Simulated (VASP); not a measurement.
# Pt (P2_1/m) in VASP: notebook

Pt is run at these levels: LDA; tasks: single point.

Everything below comes from runs of VASP 6.6.1. Logs are shortened: lines on timing, memory, paths and dates and some standing lists are left out, and cuts for length are marked.

## (1) The cell of the first run

The structure is monoclinic, space group P2_1/m (No. 11). The conventional cell has a = 2.708 Å, b = 4.677 Å, c = 2.708 Å, α = 90.00°, β = 120.00°, γ = 90.00°. Within 3.7 Å of Pt (site symmetry m) lie 14 Pt at 2.71 to 3.67 Å.

## (2) Single point, LDA (atoms displaced along a vibrational mode)

Contents of INCAR:

```
PREC = Accurate
ENCUT = 520
EDIFF = 1E-6
ISMEAR = 0
SIGMA = 0.15
LREAL = F
LASPH = T
NELM = 60
ALGO = Fast
ISIF = 2
LWAVE = F
LCHARG = F
GGA = CA
NBANDS = 28
```

Contents of KPOINTS:

```
regular mesh
0
Gamma
  18 18 6
```

Contents of POSCAR:

```
Pt
1.0
    2.7082945870      0.0000000000      0.0000000000
   -1.3541472935      2.3454519133      0.0000000000
    0.0000000000      0.0000000000      9.3530207388
Pt
4
Direct
    0.6020380543      0.3000774821      0.3750000000
    0.6020380543      0.3000774821      0.8750000000
    0.3979619457      0.6999225179      0.1250000000
    0.3979619457      0.6999225179      0.6250000000
```

Potentials or basis: VASP PAW LDA potentials, release 64 (Pt).

Command:

```console
> cat potpaw_LDA.64/Pt/POTCAR > POTCAR
> mpirun -np 1 vasp_std > vasp.out
```

OUTCAR:

```text
PREC = Accurate
   ENCUT = 520
   EDIFF = 1E-6
   ISMEAR = 0
   LREAL = F
   LASPH = T
   NELM = 60
   ISIF = 2
   GGA = CA

 ion  position               nearest neighbor table
   1  0.602  0.300  0.375-   3 2.74   4 2.74   3 2.75   4 2.75   3 2.99   4 2.99
   2  0.602  0.300  0.875-   3 2.74   4 2.74   3 2.75   4 2.75   3 2.99   4 2.99
   3  0.398  0.700  0.125-   1 2.74   2 2.74   1 2.75   2 2.75   1 2.99   2 2.99
   4  0.398  0.700  0.625-   1 2.74   2 2.74   1 2.75   2 2.75   1 2.99   2 2.99

  LATTYP: Found a hexagonal cell.
 ALAT       =     2.7082945870
 C/A-ratio  =     3.4534724486

  Lattice vectors:

 A1 = (   2.7082945870,   0.0000000000,   0.0000000000)
 A2 = (  -1.3541472935,   2.3454519133,   0.0000000000)
 A3 = (   0.0000000000,   0.0000000000,   9.3530207388)

Analysis of symmetry for initial positions (statically):
=====================================================================
 Subroutine PRICEL returns following result:

  LATTYP: Found a hexagonal cell.
 ALAT       =     2.7082945870
 C/A-ratio  =     1.7267362243

  Lattice vectors:

 A1 = (   2.7082945870,   0.0000000000,   0.0000000000)
 A2 = (  -1.3541472935,   2.3454519133,   0.0000000000)
 A3 = (   0.0000000000,   0.0000000000,   4.6765103694)

   2 primitive cells build up your supercell.

 Routine SETGRP: Setting up the symmetry group for a
 hexagonal supercell.

 Subroutine GETGRP returns: Found  4 space group operations
 (whereof  2 operations were pure point group operations)
 out of a pool of 24 trial point group operations.

The static configuration has the point symmetry S_2 .
 The point group associated with its full space group is C_2h.

Analysis of symmetry for dynamics (positions and initial velocities):
=====================================================================
 Subroutine PRICEL returns following result:

  LATTYP: Found a hexagonal cell.
 ALAT       =     2.7082945870
 C/A-ratio  =     1.7267362243

  Lattice vectors:

 A1 = (   2.7082945870,   0.0000000000,   0.0000000000)
 A2 = (  -1.3541472935,   2.3454519133,   0.0000000000)
 A3 = (   0.0000000000,   0.0000000000,   4.6765103694)

   2 primitive cells build up your supercell.

 Routine SETGRP: Setting up the symmetry group for a
 hexagonal supercell.

 Subroutine GETGRP returns: Found  4 space group operations
 (whereof  2 operations were pure point group operations)
 out of a pool of 24 trial point group operations.

The dynamic configuration has the point symmetry S_2 .
 The point group associated with its full space group is C_2h.

 Subroutine INISYM returns: Found  4 space group operations
 (whereof  2 operations are pure point group operations),
 and found     2 'primitive' translations

----------------------------------------------------------------------------------------

                                     Primitive cell

  volume of cell :      29.7060

  direct lattice vectors                    reciprocal lattice vectors
     2.708294587  0.000000000  0.000000000     0.369236052  0.213178534  0.000000000
    -1.354147294  2.345451913  0.000000000     0.000000000  0.426357068  0.000000000
     0.000000000  0.000000000  4.676510369     0.000000000  0.000000000  0.213834659

  length of vectors
     2.708294587  2.708294587  4.676510369     0.426357068  0.426357068  0.213834659

  position of ions in fractional coordinates (direct lattice)
     0.602038054  0.300077482  0.750000000
     0.397961946  0.699922518  0.250000000

  ion indices of the primitive-cell ions
   primitive index   ion index
                 1           1
                 2           3

----------------------------------------------------------------------------------------

 KPOINTS: regular mesh

Automatic generation of k-mesh.
 Grid dimensions read from file:
 generate k-points for:   18   18    6

 Generating k-lattice:

  Cartesian coordinates                     Fractional coordinates (reciprocal lattice)
     0.020513114  0.011843252  0.000000000     0.055555556  0.000000000  0.000000000
     0.000000000  0.023686504  0.000000000     0.000000000  0.055555556  0.000000000
     0.000000000  0.000000000  0.017819555     0.000000000  0.000000000  0.166666667

  Length of vectors
     0.023686504  0.023686504  0.017819555

  Shift w.r.t. Gamma in fractional coordinates (k-lattice)
     0.000000000  0.000000000  0.000000000

 Subroutine IBZKPT returns following result:
 ===========================================

 Found    656 irreducible k-points:

 Following reciprocal coordinates:
            Coordinates               Weight
  0.000000  0.000000  0.000000      1.000000
  0.055556  0.000000  0.000000      2.000000
  0.000000  0.055556  0.000000      2.000000
 -0.055556  0.055556  0.000000      2.000000
  0.111111  0.000000  0.000000      2.000000
  0.000000  0.111111  0.000000      2.000000
[... 16 lines left out ...]
  0.444444 -0.000000  0.000000      2.000000
  0.000000  0.444444  0.000000      2.000000
 [... further k-points ...]
   k-points           NKPTS =    656   k-points in BZ     NKDIM =    656   number of bands    NBANDS=     28
   number of dos      NEDOS =    301   number of ions     NIONS =      4
   total plane-waves  NPLWV =  28000
   dimension x,y,z NGX =    20 NGY =   20 NGZ =   70
   dimension x,y,z NGXF=    40 NGYF=   40 NGZF=  140
   ions per type =               4
   NGX,Y,Z   is equivalent  to a cutoff of  12.28, 12.28, 12.44 a.u.
   NGXF,Y,Z  is equivalent  to a cutoff of  24.55, 24.55, 24.88 a.u.
 SYSTEM =  unknown system
   PREC   = accura    normal or accurate (medium, high low for compatibility)
   ISTART =      0    job   : 0-new  1-cont  2-samecut
   ICHARG =      2    charge: 1-file 2-atom 10-const
   ISPIN  =      1    spin polarized calculation?
   LNONCOLLINEAR =      F non collinear calculations
   LSORBIT =      F    spin-orbit coupling
   LASPH  =      T    aspherical Exc in radial PAW
   ENCUT  =  520.0 eV  38.22 Ry    6.18 a.u.   5.04  5.04 17.39*2*pi/ulx,y,z
   NELM   =     60;   NELMIN=  2; NELMDL= -5     # of ELM steps
   EDIFF  = 0.1E-05   stopping-criterion for ELM
   LREAL  =      F    real-space projection
   EDIFFG = 0.1E-04   stopping-criterion for IOM
   NSW    =      0    number of steps for IOM
   IBRION =     -1    ionic relax: 0-MD 1-quasi-New 2-CG
   NFREE  =      0    steps in history (QN), initial steepest desc. (CG)
   ISIF   =      2    stress and relaxation
   ISYM   =      2    0-nonsym 1-usesym 2-fastsym
   POTIM  = 0.5000    time-step for ionic-motion
   TEBEG  =    0.0;   TEEND  =   0.0 temperature during run
   PSTRESS=    0.0 pullay stress
   NELECT =      40.0000    total number of electrons
   NUPDOWN=      -1.0000    fix difference up-down
   EMIN   =  10.00;   EMAX   =-10.00  energy-range for DOS
   EFERMI =   0.00;   METHOD = LEGACY
   ISMEAR =     0;   SIGMA  =   0.15  broadening in eV -4-tet -1-fermi 0-gaus
   EFERMI_NEDOS =   21; number of points for ismear=-14 and -15
   IALGO  =     68    algorithm
   IMIX   =      4    mixing-type and parameters
     AMIX     =   0.40;   BMIX     =  1.00
     AMIX_MAG =   1.60;   BMIX_MAG =  1.00
  volume/ion in A,a.u.               =      14.85       100.23
  Fermi-wavevector in a.u.,A,eV,Ry     =   1.434840  2.711454 28.011198  2.058765
  Thomas-Fermi vector in A             =   2.554204
   LORBIT       =      0    0 simple, 1 ext, 2 COOP (PROOUT), +10 PAW based schemes
   GGA     = CA    functional components
   LHFCALC =     F    Hartree Fock is set to
   AEXX    =    0.0000 exact exchange contribution
   IVDW    =     0    specifies the selected vdW correction
   LEPSILON=     F    determine dielectric tensor
   LRPA    =     F    only Hartree local field effects (RPA)
 non-spin polarized calculation
 RMM-DIIS sequential band-by-band and
 Gauss-broadening in eV      SIGMA  =   0.15
  energy-cutoff  :      520.00
  volume of cell :       59.41
 maximum number of plane-waves:      1629
   NGX = 11   NGY = 11   NGZ = 35

 number of electron      39.9999994 magnetization

 Free energy of the ion-electron system (eV)
  ---------------------------------------------------
  ext. energy  EPLUGINS =         0.00000000
  ---------------------------------------------------
  free energy    TOTEN  =       -29.84967898 eV

  energy without entropy =      -29.78662205  energy(sigma->0) =      -29.81815051

 E-fermi :  11.4197     XC(G=0): -13.7692

 val. band max:       11.4174899047   @ k =   0.4444   0.0556   0.5000
 cond. band min:      11.4197394089   @ k =   0.2222   0.1667   0.1667
 fundamental gap:      0.0022495042
 Fermi energy:        11.4196789960

 k-point     1 :       0.0000    0.0000    0.0000
  band No.  band energies     occupation
      1       1.0210      2.00000
      2       2.8589      2.00000
      3       2.8589      2.00000
      4       3.7260      2.00000
      5       6.7485      2.00000
      6       6.9811      2.00000
[... 20 lines left out ...]
     27      23.8191      0.00000
     28      26.2951      0.00000

 k-point     2 :       0.0556    0.0000    0.0000
  band No.  band energies     occupation
      1       1.1375      2.00000
      2       2.9729      2.00000
      3       2.9729      2.00000
      4       3.8273      2.00000
      5       6.7709      2.00000
      6       6.9494      2.00000
[... 20 lines left out ...]
     27      23.9175      0.00000
     28      26.5245      0.00000

 k-point     3 :       0.0000    0.0556    0.0000
  band No.  band energies     occupation
      1       1.1408      2.00000
      2       2.9771      2.00000
      3       2.9771      2.00000
      4       3.8411      2.00000
      5       6.7665      2.00000
      6       6.8970      2.00000
[... 20 lines left out ...]
     27      23.8847      0.00000
     28      26.4613      0.00000

 k-point     4 :      -0.0556    0.0556    0.0000
  band No.  band energies     occupation
      1       1.1407      2.00000
      2       2.9770      2.00000
      3       2.9770      2.00000
      4       3.8409      2.00000
      5       6.7672      2.00000
      6       6.8973      2.00000
[... 578 lines left out ...]
     27      20.6562      0.00000
     28      20.6562      0.00000

 k-point    23 :       0.4444   -0.0000    0.0000
  band No.  band energies     occupation
      1       4.0275      2.00000
      2       4.3388      2.00000
      3       4.4827      2.00000
      4       4.4827      2.00000
      5       4.8270      2.00000
      6       5.8511      2.00000
[... 20 lines left out ...]
     27      18.5213      0.00000
     28      18.5213      0.00000

 k-point    24 :       0.0000    0.4444    0.0000
  band No.  band energies     occupation
      1       4.1859      2.00000
      2       4.1859      2.00000
      3       4.4873      2.00000
      4       4.7246      2.00000
      5       5.4937      2.00000
      6       5.5411      2.00000
[... 20 lines left out ...]
     27      19.2554      0.00000
     28      21.1515      0.00000

 [... further k-points ...]

------------------------ aborting loop because EDIFF is reached ----------------------------------------

  FORCE on cell =-STRESS in cart. coord.  units (eV):
  Direction    XX          YY          ZZ          XY          YZ          ZX
  --------------------------------------------------------------------------------------
  -------------------------------------------------------------------------------------
  Total        0.4327920      0.3960582      0.6127219      0.0684575      0.0000000      0.0000000
  in kB       11.6712001     10.6805905     16.5234084      1.8461100      0.0000000      0.0000000
  external PRESSURE =      12.9583997 kB  Pullay stress =       0.0000000 kB

 VOLUME and BASIS-vectors are now :
 -----------------------------------------------------------------------------
  energy-cutoff  :      520.00
  volume of cell :       59.41
      direct lattice vectors                 reciprocal lattice vectors
     2.708294587  0.000000000  0.000000000     0.369236052  0.213178534  0.000000000
    -1.354147294  2.345451913  0.000000000     0.000000000  0.426357068  0.000000000
     0.000000000  0.000000000  9.353020739     0.000000000  0.000000000  0.106917329

 POSITION                                       TOTAL-FORCE (eV/Angst)
 -----------------------------------------------------------------------------------
      1.22415      0.70382      3.50738        -0.154212     -0.075728     -0.000000
      1.22415      0.70382      8.18389        -0.154212     -0.075728     -0.000000
      0.13000      1.64163      1.16913         0.154212      0.075728      0.000000
      0.13000      1.64163      5.84564         0.154212      0.075728      0.000000
 -----------------------------------------------------------------------------------
    total drift:                                0.000000     -0.000000      0.000000

  FREE ENERGIE OF THE ION-ELECTRON SYSTEM (eV)
  ---------------------------------------------------
  free  energy   TOTEN  =       -29.8496789757 eV

  energy  without entropy=      -29.7866220476  energy(sigma->0) =      -29.81815051
```

Run time: 9.5 min. Hardware: 1 thread of AMD EPYC 9R45 (Zen 5), shared host; peak memory 0.76 GiB.

What came out:

```yaml
Free_energy: -29.8497 eV
Pressure: 1.3 GPa
Largest_force: 0.172 eV/Å
Band_gap_on_the_k_mesh: zero (bands 20 and 21 overlap by 1.53 eV)
```

Forces on the atoms (eV/Å):
```
Pt  -0.154 -0.076  0.000
Pt  -0.154 -0.076  0.000
Pt   0.154  0.076  0.000
Pt   0.154  0.076  0.000
```

Levels at points of the mesh, in eV from the Fermi level:
```csv
k point,band 18,band 19,band 20,band 21,band 22,band 23
"(0.00, 0.00, 0.00)",-1.17,-1.17,-0.96,-0.96,-0.80,-0.80
"(0.50, 0.00, 0.00)",0.44,0.44,0.48,1.61,2.59,2.59
"(0.00, 0.50, 0.00)",0.43,0.43,0.57,1.22,1.22,2.73
"(0.50, 0.50, 0.00)",0.43,0.43,0.57,1.25,1.25,2.71
"(0.00, 0.00, 0.50)",-2.20,-1.02,-1.02,-0.86,-0.86,-0.14
"(0.50, 0.00, 0.50)",0.39,0.49,0.49,0.54,0.54,4.11
"(0.00, 0.50, 0.50)",0.32,0.53,0.53,1.82,1.82,3.01
"(0.50, 0.50, 0.50)",0.32,0.53,0.53,1.80,1.80,3.04
```

Caveat: the cell differs from its parent crystal (atoms displaced along a vibrational mode); spin-orbit coupling is left out, which moves the levels of the heavy elements.

## (3) Single point, LDA (atoms displaced along a vibrational mode)

Contents of INCAR:

```
SYSTEM = Pt
ALGO     = Fast           ! electronic algorithm
EDIFF    = 1E-6           ! SCF threshold, eV
ENCUT    = 520            ! plane-wave cutoff, eV
GGA      = CA             ! functional
ISIF     = 2              ! what is computed and relaxed
ISMEAR   = 0              ! smearing method
LASPH    = .True.         ! aspherical terms in the spheres
LCHARG   = .False.        ! write CHGCAR
LREAL    = .False.        ! projectors in reciprocal space
LWAVE    = .False.        ! write WAVECAR
NBANDS   = 28             ! bands
NELM     = 80             ! most SCF steps
PREC     = Accurate       ! precision mode
SIGMA    = 0.15           ! smearing width, eV
```

Contents of KPOINTS:

```
k-points
0
Gamma
  18 18 6
  0 0 0
```

Contents of POSCAR:

```
Pt
1.0
    2.7082945870      0.0000000000      0.0000000000
   -1.3541472935      2.3454519133      0.0000000000
    0.0000000000      0.0000000000      9.3530207388
Pt
4
Direct
    0.6559793267      0.3887597521      0.3750000000
    0.6559793267      0.3887597521      0.8750000000
    0.3440206733      0.6112402479      0.1250000000
    0.3440206733      0.6112402479      0.6250000000
```

Potentials or basis: VASP PAW LDA potentials, release 64 (Pt).

Command:

```console
> cat potpaw_LDA.64/Pt/POTCAR > POTCAR
> mpirun -np 1 vasp_std > vasp.out
```

Wall time 24 min (1 thread of Intel Xeon 8259CL, shared host); peak memory 0.79 GiB.

The run converged. Its results:

```
Free energy            : -29.7590 eV
Pressure               : 2.4 GPa
Largest force          : 0.335 eV/Å
Band gap on the k mesh : zero (bands 20 and 21 overlap by 1.59 eV)
```

Forces on the atoms (eV/Å):
```
Pt   0.334  0.009  0.000
Pt   0.334  0.009  0.000
Pt  -0.334 -0.009  0.000
Pt  -0.334 -0.009  0.000
```

Stress tensor (GPa, compression positive):
```
 1.53 -1.61  0.00
-1.61  0.33  0.00
 0.00  0.00  5.30
```

Levels at points of the mesh, in eV from the Fermi level:
```tsv
k point	band 17	band 18	band 19	band 20	band 21	band 22	band 23	band 24
(0.00, 0.00, 0.00)	-1.21	-1.09	-1.09	-1.02	-0.95	-0.75	-0.75	0.18
(0.50, 0.00, 0.00)	0.37	0.44	0.44	0.48	1.87	1.87	2.26	4.03
(0.50, 0.50, 0.00)	0.22	0.43	0.43	0.64	0.75	0.75	3.10	3.24
(0.00, 0.00, 0.50)	-2.02	-2.02	-0.99	-0.99	-0.87	-0.87	-0.18	-0.18
(0.50, 0.00, 0.50)	0.39	0.39	0.47	0.47	1.24	1.24	3.52	3.52
(0.00, 0.50, 0.50)	0.41	0.41	0.47	0.47	0.63	0.63	4.01	4.01
(0.50, 0.50, 0.50)	0.28	0.28	0.58	0.58	2.27	2.27	2.64	2.64
```

Caveat: the cell differs from its parent crystal (atoms displaced along a vibrational mode); spin-orbit coupling is left out, which moves the levels of the heavy elements.
